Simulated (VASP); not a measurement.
Si (a cell with a defect), 63 atoms in the cell. The cell holds a defect, 63 atoms: a = 10.161 Å, b = 10.690 Å, c = 14.247 Å, α = 108.32°, β = 92.88°, γ = 109.83°. 

| Property | Result |
| --- | --- |
| Program | VASP 6.6.1 |
| Task | single point |
| Functional | PBE |
| Potentials or basis | VASP PAW PBE potentials, release 64 (Si) |
| Cutoff | 520 eV |
| k mesh | 1 × 1 × 1 |
| Occupations | gaussian, width 0.05 eV |
| Spin | collinear spin |
| Dipole correction | no |
| Further INCAR settings | LREAL = Auto; ALGO = Normal; EDIFF = 1e-06; NBANDS = 167 |

Potentials or basis: VASP PAW PBE potentials, release 64 (Si).

Run with:

```bash
$ cat potpaw_PBE.64/Si/POTCAR > POTCAR
$ mpirun -np 1 vasp_gam > vasp.out
```

Hardware: 1 thread of AMD EPYC 7R13 Processor (Zen 3), on a shared host.

Problem. Estimate the wall time of this run.

Solution. Wall time 14 min on 1 thread of AMD EPYC 7R13 Processor (Zen 3), on a shared host, peak memory 1.6 GiB. Counts: scf iterations 18, k points 1.
